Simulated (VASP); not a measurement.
Ag: single point with PBE

Crystal: Ag.

```
CELL_PARAMETERS angstrom
1.48921 -5.21221 0.00000
1.48921 5.21221 0.00000
0.00000 0.00000 4.86446
ATOMIC_POSITIONS crystal
Ag 0.13277 0.86723 0.00002
Ag 0.63277 0.36723 0.49998
Ag 0.86723 0.13277 0.99998
Ag 0.36723 0.63277 0.50002
```

| Property | Result |
| --- | --- |
| Program | VASP 6.6.1 |
| Task | single point |
| Functional | PBE |
| Potentials or basis | VASP PAW PBE potentials, release 64 (Ag) |
| Cutoff | 520 eV |
| k mesh | 6 × 6 × 4 |
| Occupations | gaussian, width 0.1 eV |
| Spin | no spin polarisation |
| Dipole correction | no |
| Further INCAR settings | ALGO = Normal; EDIFF = 1e-07; NBANDS = 30 |

```json
{
  "Pressure": "-0.1 GPa",
  "Largest force": "0.004 eV/Å",
  "Band gap on the k mesh": "zero (band 22 reaches 9.95 eV, above the bottom of band 23 at 4.83 eV)"
}
```

Forces on the atoms (eV/Å):
```
Ag   0.000 -0.004 -0.001
Ag   0.000 -0.004  0.001
Ag   0.000  0.004  0.001
Ag   0.000  0.004 -0.001
```

Stress tensor (GPa, compression positive):
```
 0.00  0.00  0.00
 0.00 -0.25  0.00
 0.00  0.00 -0.01
```

Levels at points of the mesh, in eV from the Fermi level:
```csv
k point,band 20,band 21,band 22,band 23,band 24,band 25
"(0.00, 0.00, 0.00)",-2.67,-2.55,-0.69,-0.13,1.97,3.17
"(0.50, 0.00, 0.00)",-2.91,-0.32,-0.32,2.55,2.55,6.25
"(0.50, 0.50, 0.00)",-2.83,-2.76,-2.63,1.95,2.64,3.65
"(0.00, 0.00, 0.50)",-3.44,-3.43,-3.43,2.14,2.14,2.63
"(0.50, 0.00, 0.50)",-2.77,0.30,0.30,1.88,1.88,3.07
"(0.50, 0.50, 0.50)",-2.94,-2.58,-2.58,-2.31,-2.31,9.52
```

It took 47 s on 1 thread of AMD EPYC 9R45 96-Core Processor (Zen 5), on a shared host, peak memory 0.22 GiB.

Caveat: the k points lie up to 0.37 Å⁻¹ apart.
